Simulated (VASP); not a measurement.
# Se: single point with PBEsol

The system is Se.

```
Se
1.0
     0.00000    3.19285    3.19285
     3.19285    0.00000    3.19285
     3.19285    3.19285    0.00000
Se
2
Cartesian
  0.7982 0.7982 0.7982
  5.5875 5.5875 5.5875
```

This cell differs from its parent crystal: volume scaled by 1.08.

```json
{
  "Program": "VASP 6.6.1",
  "Task": "single point",
  "Functional": "PBEsol",
  "Potentials or basis": "VASP PAW PBE potentials, release 64 (Se)",
  "Cutoff": "500 eV",
  "k mesh": "10 × 10 × 10",
  "Occupations": "fermi-dirac, width 0.1 eV",
  "Spin": "no spin polarisation",
  "Dipole correction": "no",
  "Further INCAR settings": "ALGO = Normal; EDIFF = 1e-06; NBANDS = 13"
}
```

```json
{"Pressure": "-2.9 GPa", "Band gap on the k mesh": "zero (band 6 reaches 1.98 eV, above the bottom of band 7 at 0.96 eV)"}
```

Levels at points of the mesh, in eV from the Fermi level:
```tsv
k point	band 2	band 3	band 4	band 5	band 6	band 7	band 8	band 9	band 10	band 11
(0.00, 0.00, 0.00)	-10.31	-3.28	-3.28	-3.28	-0.70	-0.70	-0.70	4.24	7.66	7.66
(0.50, 0.00, 0.00)	-12.01	-3.99	-3.95	-3.95	0.32	0.32	1.55	6.74	6.76	7.91
(0.50, 0.50, 0.00)	-13.15	-4.69	-4.69	-1.88	-1.88	2.06	2.06	6.10	6.10	9.72
```

Run time: 16 s on 1 thread of Intel(R) Xeon(R) Platinum 8559C (Emerald Rapids), with other jobs on the host, peak memory 0.21 GiB.

Caveat: the PAW data sets were made with another functional, which shifts forces and pressure a little.
